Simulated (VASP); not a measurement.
A run of VASP 6.6.1 is set up as follows.

Contents of INCAR:

```
SYSTEM = Ti
  PREC = Accurate
  ENCUT = 500
  EDIFF = 1E-6
  ISMEAR = 1
  SIGMA = 0.05
  LREAL = .FALSE.
  LASPH = .TRUE.
  NELM = 200
  ALGO = Normal
  ISIF = 2
  LWAVE = .FALSE.
  LCHARG = .FALSE.
  LNONCOLLINEAR = .TRUE.
  MAGMOM = 1 0 0 1 0 0
  LORBIT = 11
  LMAXMIX = 4
  GGA = LIBXC
  LIBXC1 = GGA_X_B88
  LIBXC2 = GGA_C_PBE
  NBANDS = 36
  GGA_COMPAT = .FALSE.
```

KPOINTS

```
regular mesh
0
G
  8 8 4
  0 0 0
```

The input POSCAR:

```
Ti
1.0
    2.9101302477      0.0000000000      0.0000000000
   -1.4550651239      2.5202467229      0.0000000000
    0.0000000000      0.0000000000      4.6167490031
Ti
2
Direct
    0.6666666667      0.3333333333      0.7500000000
    0.3333333333      0.6666666667      0.2500000000
```

Potentials or basis: VASP PAW PBE potentials, release 64 (Ti_sv).

Launch:

```console
$ cat potpaw_PBE.64/Ti_sv/POTCAR > POTCAR
$ mpirun -np 1 vasp_ncl > vasp.out
```

(1) Predict the pressure.

(2) Estimate the band gap on the k mesh.

(3) Predict the net moment.

Results:

(1) 2.2 GPa.

(2) zero (bands 24 and 25 overlap by 1.00 eV).

(3) 0.00 μB per cell.

Caveat: the PAW data sets were made with another functional, which shifts forces and pressure a little.
